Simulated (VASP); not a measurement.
# CdS: single point with HSE06

The system is CdS.

```xyz
2
Lattice="0.0302 2.9694 2.9694 2.9694 0.0302 2.9694 2.9694 2.9694 0.0302" Properties=species:S:1:pos:R:3 pbc="T T T"
Cd    0.0064    0.0064    0.0064
S     1.4858    1.4858    1.4858
```

This cell differs from its parent crystal: strain along [111] +1.5%.

```yaml
Program: VASP 6.6.1
Task: single point
Functional: HSE06
Potentials_or_basis: VASP PAW PBE potentials, release 64 (Cd, S)
Cutoff: 520 eV
k_mesh: 6 × 6 × 6
Occupations: gaussian, width 0.01 eV
Spin: no spin polarisation
Dipole_correction: no
Grid_for_exact_exchange_PRECFOCK: Normal
Further_INCAR_settings: ALGO = Normal; EDIFF = 1e-06; NBANDS = 16
Share_of_exact_exchange: 0.25
Screening_parameter: 0.2079 1/Å
```

The pressure is -0.4 GPa. The largest force is 0.004 eV/Å. The band gap on the k mesh is 2.05 eV.

Forces on the atoms (eV/Å):
```
Cd  -0.002 -0.002 -0.002
S    0.002  0.002  0.002
```

Stress tensor (GPa, compression positive):
```
-0.42 -0.28 -0.28
-0.28 -0.42 -0.28
-0.28 -0.28 -0.42
```

Levels at points of the mesh, in eV from the valence-band top:
```tsv
k point	band 7	band 8	band 9	band 10	band 11	band 12
(0.00, 0.00, 0.00)	-0.06	0.00	0.00	2.05	7.56	7.75
(0.50, 0.00, 0.00)	-4.45	-0.81	-0.75	3.99	8.08	8.10
(0.50, 0.50, 0.00)	-4.06	-1.94	-1.85	4.48	5.40	10.33
(0.50, 0.50, 0.50)	-4.51	-0.73	-0.73	4.11	8.21	8.21
```

Run time: 35 min on 4 MPI ranks on Oxide Virtual Turin-like Processor, with other jobs on the host, peak memory 0.28 GiB a rank.

Caveat: the cell differs from its parent crystal (strain along [111] +1.5%); the structure was generated, so it needn't be the stable form of CdS; the PAW data sets were made with another functional, which shifts forces and pressure a little.
